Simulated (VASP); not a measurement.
Here is a VASP 6.6.1 calculation.

File INCAR:

```
ALGO = Normal
EDIFF = 1E-6
ENCUT = 500
GGA = PE
GGA_COMPAT = F
ISIF = 2
ISMEAR = 0
IVDW = 12
LASPH = T
LCHARG = F
LREAL = F
LWAVE = F
NBANDS = 20
NELM = 120
PREC = Accurate
SIGMA = 0.05
```

Contents of KPOINTS:

```
k-points
0
Gamma
  12 12 6
```

The input POSCAR:

```
MoS2
1.0
    3.2312950452      0.0000000000      0.0000000000
   -1.6156475226      2.7983835963      0.0000000000
    0.0000000000      0.0000000000      6.8175461395
Mo S
1 2
Direct
    0.0000000000      0.0000000000      0.0000000000
    0.3333333333      0.6666666667      0.2357940733
    0.3333333333      0.6666666667      0.7642059267
```

Potentials or basis: VASP PAW PBE potentials, release 64 (Mo_sv, S).

Run with:

```bash
$ cat potpaw_PBE.64/Mo_sv/POTCAR potpaw_PBE.64/S/POTCAR > POTCAR
$ mpirun -np 1 vasp_std > vasp.out
```

(1) Estimate the pressure.

(2) Predict the largest force.

(3) Predict the band gap on the k mesh.

(4) What does it give for the dispersion energy per atom?

Results:

(1) -9.2 GPa.

(2) 1.128 eV/Å.

(3) 1.20 eV (least direct gap 1.58 eV).

(4) -0.368 eV.

Caveat: the cell stands under tension; forces of over 1 eV/Å act on the atoms, so gaps and moduli don't describe the material at rest.
